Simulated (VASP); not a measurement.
# Ni (Im-3m) in VASP: a series of runs

Runs on Ni. Level: r2SCAN. Tasks: single point.

Program: VASP 6.6.1. These are calculated values, not measurements. Logs are shortened: lines on timing, memory, paths and dates and some standing lists are left out, and cuts for length are marked.

## (1) The cell of the first run

It takes space group Im-3m (No. 229, cubic). The conventional cell has a = 2.754 Å, b = 2.754 Å, c = 2.754 Å, α = 90.00°, β = 90.00°, γ = 90.00°. Ni (site symmetry m-3m) has 14 Ni at 2.38 to 2.75 Å within 3.2 Å.

This isn't the form of Ni at room conditions, which is fcc.

## (2) Single point, r2SCAN, collinear spin, antiferromagnetic start

Input file POSCAR:

```
Ni
1.0
    2.7536633270      0.0000000000      0.0000000000
    0.0000000000      2.7536633270      0.0000000000
    0.0000000000      0.0000000000      2.7536633270
Ni
2
Direct
    0.0000000000      0.0000000000      0.0000000000
    0.5000000000      0.5000000000      0.5000000000
```

Input file INCAR.step1:

```
PREC     = Accurate       # precision mode
ENCUT    = 520            # plane-wave cutoff, eV
ISMEAR   = -1             # smearing method
SIGMA    = 0.05           # smearing width, eV
LREAL    = F              # projectors in reciprocal space
LASPH    = T              # aspherical terms in the spheres
NELM     = 150            # most SCF steps
ISPIN    = 2              # spin polarisation
MAGMOM   = 0.8 -0.8       # initial moments
LMAXMIX  = 4              # l up to which the mixer works
NBANDS   = 21             # bands
GGA      = PE             # functional
ALGO     = Normal         # electronic algorithm
EDIFF    = 1E-4           # SCF threshold, eV
LWAVE    = T              # write WAVECAR
LCHARG   = F              # write CHGCAR
```

Input file INCAR.step2:

```
PREC     = Accurate       # precision mode
ENCUT    = 520            # plane-wave cutoff, eV
EDIFF    = 1E-7           # SCF threshold, eV
ISMEAR   = -1             # smearing method
SIGMA    = 0.05           # smearing width, eV
LREAL    = F              # projectors in reciprocal space
LASPH    = T              # aspherical terms in the spheres
NELM     = 150            # most SCF steps
ALGO     = Normal         # electronic algorithm
ISIF     = 2              # what is computed and relaxed
LWAVE    = F              # write WAVECAR
LCHARG   = F              # write CHGCAR
ISPIN    = 2              # spin polarisation
MAGMOM   = 0.8 -0.8       # initial moments
LORBIT   = 11             # projections on sites
LMAXMIX  = 4              # l up to which the mixer works
METAGGA  = R2SCAN         # meta-GGA
LMIXTAU  = T            
NBANDS   = 21             # bands
ISTART   = 1
```

Input file KPOINTS:

```
regular mesh
0
Gamma
  11 11 11
```

Potentials or basis: VASP PAW PBE potentials, release 64 (Ni).

Command:

```bash
> cat potpaw_PBE.64/Ni/POTCAR > POTCAR
> cp INCAR.step1 INCAR
> mpirun -np 1 vasp_std > vasp.out
> cp INCAR.step2 INCAR
> mpirun -np 1 vasp_std > vasp.out
```

OUTCAR:

```text
PREC = Accurate
   ENCUT = 520
   EDIFF = 1E-7
   ISMEAR = -1
   LREAL = F
   LASPH = T
   NELM = 150
   ISIF = 2
   ISPIN = 2
   LORBIT = 11
   METAGGA = R2SCAN
   ISTART = 1

 ion  position               nearest neighbor table
   1  0.000  0.000  0.000-   2 2.38   2 2.38   2 2.38   2 2.38   2 2.38   2 2.38   2 2.38   2 2.38

   2  0.500  0.500  0.500-   1 2.38   1 2.38   1 2.38   1 2.38   1 2.38   1 2.38   1 2.38   1 2.38

  LATTYP: Found a simple cubic cell.
 ALAT       =     2.7536633270

  Lattice vectors:

 A1 = (   2.7536633270,   0.0000000000,   0.0000000000)
 A2 = (   0.0000000000,   2.7536633270,   0.0000000000)
 A3 = (   0.0000000000,   0.0000000000,   2.7536633270)

Analysis of symmetry for initial positions (statically):
=====================================================================
 Subroutine PRICEL returns following result:

  LATTYP: Found a body centered cubic cell.
 ALAT       =     2.7536633270

  Lattice vectors:

 A1 = (   1.3768316635,   1.3768316635,  -1.3768316635)
 A2 = (  -1.3768316635,   1.3768316635,   1.3768316635)
 A3 = (   1.3768316635,  -1.3768316635,   1.3768316635)

   2 primitive cells build up your supercell.

 Routine SETGRP: Setting up the symmetry group for a
 simple cubic supercell.

 Subroutine GETGRP returns: Found 48 space group operations
 (whereof 48 operations were pure point group operations)
 out of a pool of 48 trial point group operations.

The static configuration has the point symmetry O_h .

Analysis of symmetry for dynamics (positions and initial velocities):
=====================================================================
 Subroutine PRICEL returns following result:

  LATTYP: Found a body centered cubic cell.
 ALAT       =     2.7536633270

  Lattice vectors:

 A1 = (   1.3768316635,   1.3768316635,  -1.3768316635)
 A2 = (  -1.3768316635,   1.3768316635,   1.3768316635)
 A3 = (   1.3768316635,  -1.3768316635,   1.3768316635)

   2 primitive cells build up your supercell.

 Routine SETGRP: Setting up the symmetry group for a
 simple cubic supercell.

 Subroutine GETGRP returns: Found 48 space group operations
 (whereof 48 operations were pure point group operations)
 out of a pool of 48 trial point group operations.

The dynamic configuration has the point symmetry O_h .

Analysis of structural, dynamic, and magnetic symmetry:
=====================================================================
 Subroutine PRICEL returns following result:

  LATTYP: Found a body centered cubic cell.
 ALAT       =     2.7536633270

  Lattice vectors:

 A1 = (   1.3768316635,   1.3768316635,  -1.3768316635)
 A2 = (  -1.3768316635,   1.3768316635,   1.3768316635)
 A3 = (   1.3768316635,  -1.3768316635,   1.3768316635)

   2 primitive cells build up your supercell.

 Routine SETGRP: Setting up the symmetry group for a
 simple cubic supercell.

 Subroutine GETGRP returns: Found 48 space group operations
 (whereof 48 operations were pure point group operations)
 out of a pool of 48 trial point group operations.

The overall configuration has the point symmetry O_h .

 Subroutine INISYM returns: Found 48 space group operations
 (whereof 48 operations are pure point group operations),
 and found     2 'primitive' translations

----------------------------------------------------------------------------------------

                                     Primitive cell

  volume of cell :      10.4400

  direct lattice vectors                    reciprocal lattice vectors
     1.376831663  1.376831664 -1.376831663     0.363152601  0.363152601  0.000000000
    -1.376831663  1.376831663  1.376831663    -0.000000000  0.363152601  0.363152601
     1.376831663 -1.376831663  1.376831664     0.363152601  0.000000000  0.363152601

  length of vectors
     2.384742395  2.384742395  2.384742395     0.513575334  0.513575334  0.513575334

  position of ions in fractional coordinates (direct lattice)
     0.000000000  0.000000000  0.000000000

  ion indices of the primitive-cell ions
   primitive index   ion index
                 1           1

----------------------------------------------------------------------------------------

 KPOINTS: regular mesh

Automatic generation of k-mesh.
 Grid dimensions read from file:
 generate k-points for:   11   11   11

 Generating k-lattice:

  Cartesian coordinates                     Fractional coordinates (reciprocal lattice)
     0.033013873  0.000000000  0.000000000     0.090909091  0.000000000  0.000000000
     0.000000000  0.033013873  0.000000000     0.000000000  0.090909091  0.000000000
     0.000000000  0.000000000  0.033013873     0.000000000  0.000000000  0.090909091

  Length of vectors
     0.033013873  0.033013873  0.033013873

  Shift w.r.t. Gamma in fractional coordinates (k-lattice)
     0.000000000  0.000000000  0.000000000

 Subroutine IBZKPT returns following result:
 ===========================================

 Found     56 irreducible k-points:

 Following reciprocal coordinates:
            Coordinates               Weight
  0.000000  0.000000  0.000000      1.000000
  0.090909  0.000000  0.000000      6.000000
  0.181818  0.000000  0.000000      6.000000
  0.272727  0.000000  0.000000      6.000000
  0.363636  0.000000  0.000000      6.000000
  0.454545  0.000000  0.000000      6.000000
[... 16 lines left out ...]
  0.181818  0.090909  0.090909     24.000000
  0.272727  0.090909  0.090909     24.000000
 [... further k-points ...]
   k-points           NKPTS =     56   k-points in BZ     NKDIM =     56   number of bands    NBANDS=     21
   number of dos      NEDOS =    301   number of ions     NIONS =      2
   total plane-waves  NPLWV =   8000
   dimension x,y,z NGX =    20 NGY =   20 NGZ =   20
   dimension x,y,z NGXF=    40 NGYF=   40 NGZF=   40
   ions per type =               2
   NGX,Y,Z   is equivalent  to a cutoff of  12.07, 12.07, 12.07 a.u.
   NGXF,Y,Z  is equivalent  to a cutoff of  24.15, 24.15, 24.15 a.u.
 SYSTEM =  unknown system
   PREC   = accura    normal or accurate (medium, high low for compatibility)
   ISTART =      1    job   : 0-new  1-cont  2-samecut
   ICHARG =      0    charge: 1-file 2-atom 10-const
   ISPIN  =      2    spin polarized calculation?
   LNONCOLLINEAR =      F non collinear calculations
   LSORBIT =      F    spin-orbit coupling
   LASPH  =      T    aspherical Exc in radial PAW
   ENCUT  =  520.0 eV  38.22 Ry    6.18 a.u.   5.12  5.12  5.12*2*pi/ulx,y,z
   NELM   =    150;   NELMIN=  2; NELMDL=  0     # of ELM steps
   EDIFF  = 0.1E-06   stopping-criterion for ELM
   LREAL  =      F    real-space projection
   EDIFFG = 0.1E-05   stopping-criterion for IOM
   NSW    =      0    number of steps for IOM
   IBRION =     -1    ionic relax: 0-MD 1-quasi-New 2-CG
   NFREE  =      0    steps in history (QN), initial steepest desc. (CG)
   ISIF   =      2    stress and relaxation
   ISYM   =      2    0-nonsym 1-usesym 2-fastsym
   POTIM  = 0.5000    time-step for ionic-motion
   TEBEG  =    0.0;   TEEND  =   0.0 temperature during run
   PSTRESS=    0.0 pullay stress
   NELECT =      20.0000    total number of electrons
   NUPDOWN=      -1.0000    fix difference up-down
   EMIN   =  10.00;   EMAX   =-10.00  energy-range for DOS
   EFERMI =   0.00;   METHOD = LEGACY
   ISMEAR =    -1;   SIGMA  =   0.05  broadening in eV -4-tet -1-fermi 0-gaus
   EFERMI_NEDOS =   21; number of points for ismear=-14 and -15
   IALGO  =     38    algorithm
   IMIX   =      4    mixing-type and parameters
     AMIX     =   0.40;   BMIX     =  1.00
     AMIX_MAG =   1.60;   BMIX_MAG =  1.00
  volume/ion in A,a.u.               =      10.44        70.45
  Fermi-wavevector in a.u.,A,eV,Ry     =   1.613766  3.049576 35.432861  2.604242
  Thomas-Fermi vector in A             =   2.708783
   LORBIT       =     11    0 simple, 1 ext, 2 COOP (PROOUT), +10 PAW based schemes
   METAGGA = R2SCAN    functional components
   LHFCALC =     F    Hartree Fock is set to
   AEXX    =    0.0000 exact exchange contribution
   IVDW    =     0    specifies the selected vdW correction
   LEPSILON=     F    determine dielectric tensor
   LRPA    =     F    only Hartree local field effects (RPA)
 spin polarized calculation
  energy-cutoff  :      520.00
  volume of cell :       20.88
 maximum number of plane-waves:       587
   NGX = 11   NGY = 11   NGZ = 11

 number of electron      20.0000061 magnetization       0.0000000

 number of electron      20.0000061 magnetization      -0.0000000

 Free energy of the ion-electron system (eV)
  ---------------------------------------------------
  ext. energy  EPLUGINS =         0.00000000
  ---------------------------------------------------
  free energy    TOTEN  =       -23.56314876 eV

  energy without entropy =      -23.53102052  energy(sigma->0) =      -23.54708464

 E-fermi :   9.5433     XC(G=0): -14.6347

 val. band max:        9.5396937651   @ k =   0.3636   0.1818   0.0909
 cond. band min:       9.5549028504   @ k =   0.3636   0.1818   0.1818
 fundamental gap:      0.0152090853
 Fermi energy:         9.5433328259

 spin component 1

 k-point     1 :       0.0000    0.0000    0.0000
  band No.  band energies     occupation
      1       0.1157      1.00000
      2       5.1626      1.00000
      3       5.1626      1.00000
      4       7.5182      1.00000
      5       7.5182      1.00000
      6       7.5182      1.00000
[... 550 lines left out ...]
      5       7.3338      1.00000
      6       8.2160      1.00000
[... 13 lines left out ...]
     20      37.1771      0.00000
     21      38.1584      0.00000

 [... further k-points ...]

 spin component 2

 k-point     1 :       0.0000    0.0000    0.0000
  band No.  band energies     occupation
      1       0.1157      1.00000
      2       5.1626      1.00000
      3       5.1626      1.00000
      4       7.5182      1.00000
      5       7.5182      1.00000
      6       7.5182      1.00000
[... 550 lines left out ...]
      5       7.3338      1.00000
      6       8.2160      1.00000
[... 13 lines left out ...]
     20      37.1771      0.00000
     21      38.1584      0.00000

 [... further k-points ...]
[... 5 lines left out ...]
  --------------------------------------------------------------------------------------
  -------------------------------------------------------------------------------------
  Total        0.0782514      0.0782514      0.0782514     -0.0000000      0.0000000     -0.0000000
  in kB        6.0044099      6.0044099      6.0044099     -0.0000000      0.0000000     -0.0000000
  external PRESSURE =       6.0044099 kB  Pullay stress =       0.0000000 kB

 VOLUME and BASIS-vectors are now :
 -----------------------------------------------------------------------------
  energy-cutoff  :      520.00
  volume of cell :       20.88
      direct lattice vectors                 reciprocal lattice vectors
     2.753663327  0.000000000  0.000000000     0.363152601  0.000000000  0.000000000
     0.000000000  2.753663327  0.000000000     0.000000000  0.363152601  0.000000000
     0.000000000  0.000000000  2.753663327     0.000000000  0.000000000  0.363152601

 POSITION                                       TOTAL-FORCE (eV/Angst)
 -----------------------------------------------------------------------------------
      0.00000      0.00000      0.00000         0.000000      0.000000      0.000000
      1.37683      1.37683      1.37683        -0.000000     -0.000000     -0.000000
 -----------------------------------------------------------------------------------
    total drift:                               -0.000000      0.000000      0.000000

  FREE ENERGIE OF THE ION-ELECTRON SYSTEM (eV)
  ---------------------------------------------------
  free  energy   TOTEN  =       -23.5631487628 eV

  energy  without entropy=      -23.5310205230  energy(sigma->0) =      -23.54708464

 total charge

# of ion       s       p       d       tot
------------------------------------------
    1        0.519   0.538   8.372   9.429
    2        0.519   0.538   8.372   9.429
--------------------------------------------------
tot          1.039   1.076  16.745  18.859

 magnetization (x)

# of ion       s       p       d       tot
------------------------------------------
    1       -0.000  -0.000  -0.000  -0.000
    2        0.000   0.000   0.000   0.000
--------------------------------------------------
tot          0.000   0.000   0.000   0.000
```

Run time: 3.7 min. Hardware: 1 thread of Intel Xeon 8259CL, shared host; peak memory 0.16 GiB.

Results:

```
Free energy                                           : -23.5631 eV
Pressure                                              : 0.6 GPa
Band gap on the k mesh                                : zero (filled and empty bands overlap)
Net moment                                            : 0.00 μB per cell
Valence electrons inside the program's atomic spheres : Ni 9.43
```

Caveat: the moments typed at the start vanished in this run; the PAW data sets were made with another functional, which shifts forces and pressure a little.

## (3) Single point, r2SCAN, collinear spin, ferromagnetic start (10.02 Å³/atom)

This run uses another cell than the first one, of 10.02 Å³/atom.

Input file POSCAR:

```
Ni
1.0
    2.7164470983      0.0000000000      0.0000000000
    0.0000000000      2.7164470983      0.0000000000
    0.0000000000      0.0000000000      2.7164470983
Ni
2
Direct
    0.0000000000      0.0000000000      0.0000000000
    0.5000000000      0.5000000000      0.5000000000
```

Input file INCAR.step1:

```
SYSTEM = Ni
  PREC = Accurate
  ENCUT = 520
  ISMEAR = -1
  SIGMA = 0.05
  LREAL = .FALSE.
  LASPH = .TRUE.
  NELM = 150
  ISPIN = 2
  MAGMOM = -0.687 -0.687
  LMAXMIX = 4
  NBANDS = 21
  GGA = PE
  ALGO = Normal
  EDIFF = 1E-4
  LWAVE = .TRUE.
  LCHARG = .FALSE.
```

Input file INCAR.step2:

```
SYSTEM = Ni
  PREC = Accurate
  ENCUT = 520
  EDIFF = 1E-6
  ISMEAR = -1
  SIGMA = 0.05
  LREAL = .FALSE.
  LASPH = .TRUE.
  NELM = 150
  ALGO = Normal
  ISIF = 2
  LWAVE = .FALSE.
  LCHARG = .FALSE.
  ISPIN = 2
  MAGMOM = -0.687 -0.687
  LORBIT = 11
  LMAXMIX = 4
  METAGGA = R2SCAN
  LMIXTAU = .TRUE.
  NBANDS = 21
  ISTART = 1
```

Input file KPOINTS:

```
regular mesh
0
G
  13 13 13
  0 0 0
```

Potentials or basis: VASP PAW PBE potentials, release 64 (Ni).

Command:

```bash
> cat potpaw_PBE.64/Ni/POTCAR > POTCAR
> cp INCAR.step1 INCAR
> mpirun -np 1 vasp_std > vasp.out
> cp INCAR.step2 INCAR
> mpirun -np 1 vasp_std > vasp.out
```

Wall time 5.3 min (1 thread of Intel Xeon 8259CL, shared host); peak memory 0.17 GiB.

The run converged. Its results:

| Property | Result |
| --- | --- |
| Free energy | -23.6264 eV |
| Pressure | 13.7 GPa |
| Net moment | -1.22 μB per cell |
| Site moments | Ni -0.62 μB |
| Valence electrons inside the program's atomic spheres | Ni 9.51 |

Levels at points of the mesh, in eV from the Fermi level:
Spin up:
| k point | band 6 | band 7 | band 8 | band 9 | band 10 | band 11 | band 12 | band 13 |
| --- | --- | --- | --- | --- | --- | --- | --- | --- |
| (0.00, 0.00, 0.00) | -1.73 | -0.55 | -0.55 | 0.72 | 0.72 | 0.72 | 10.84 | 10.84 |
Spin down:
| k point | band 9 | band 10 | band 11 | band 12 | band 13 | band 14 |
| --- | --- | --- | --- | --- | --- | --- |
| (0.00, 0.00, 0.00) | -0.53 | -0.53 | -0.53 | 10.80 | 10.80 | 10.80 |

Caveat: the cell stands under pressure; the PAW data sets were made with another functional, which shifts forces and pressure a little.

## (4) Single point, r2SCAN, collinear spin, ferromagnetic start (11.28 Å³/atom)

This run uses another cell than the first one, of 11.28 Å³/atom.

Input file POSCAR:

```
Ni
1.0
    2.8252188327      0.0000000000      0.0000000000
    0.0000000000      2.8252188327      0.0000000000
    0.0000000000      0.0000000000      2.8252188327
Ni
2
Direct
    0.0000000000      0.0000000000      0.0000000000
    0.5000000000      0.5000000000      0.5000000000
```

Input file INCAR.step1:

```
SYSTEM = Ni
  ALGO = Normal
  EDIFF = 1E-4
  ENCUT = 520
  GGA = PE
  ISMEAR = -1
  ISPIN = 2
  LASPH = .True.
  LCHARG = .False.
  LMAXMIX = 4
  LREAL = .False.
  LWAVE = .True.
  MAGMOM = -0.687 -0.687
  NBANDS = 21
  NELM = 150
  PREC = Accurate
  SIGMA = 0.05
```

Input file INCAR.step2:

```
SYSTEM = Ni
  ALGO = Normal
  EDIFF = 1E-7
  ENCUT = 520
  ISIF = 2
  ISMEAR = -1
  ISPIN = 2
  ISTART = 1
  LASPH = .True.
  LCHARG = .False.
  LMAXMIX = 4
  LMIXTAU = .True.
  LORBIT = 11
  LREAL = .False.
  LWAVE = .False.
  MAGMOM = -0.687 -0.687
  METAGGA = R2SCAN
  NBANDS = 21
  NELM = 150
  PREC = Accurate
  SIGMA = 0.05
```

Input file KPOINTS:

```
k-points
0
Gamma
  13 13 13
  0 0 0
```

Command:

```bash
> cat potpaw_PBE.64/Ni/POTCAR > POTCAR
> cp INCAR.step1 INCAR
> mpirun -np 1 vasp_std > vasp.out
> cp INCAR.step2 INCAR
> mpirun -np 1 vasp_std > vasp.out
```

Wall time 6.6 min (1 thread of Intel Xeon 8259CL, shared host); peak memory 0.19 GiB.

It converged, with:

- Free energy: -23.6228 eV
- Pressure: -11.2 GPa
- Net moment: -1.32 μB per cell
- Site moments: Ni -0.68 μB
- Valence electrons inside the program's atomic spheres: Ni 9.29

Levels at points of the mesh, in eV from the Fermi level:
Spin up:
```tsv
k point	band 6	band 7	band 8	band 9	band 10	band 11	band 12	band 13
(0.00, 0.00, 0.00)	-1.40	-0.49	-0.49	0.67	0.67	0.67	10.01	10.01
```
Spin down:
```tsv
k point	band 7	band 8	band 9	band 10	band 11	band 12	band 13	band 14	band 15	band 16
(0.00, 0.00, 0.00)	-1.14	-1.14	-0.68	-0.68	-0.68	9.99	9.99	9.99	15.61	15.61
```

Caveat: the cell stands under tension; the PAW data sets were made with another functional, which shifts forces and pressure a little.

(Continued in part 2 of 2.)
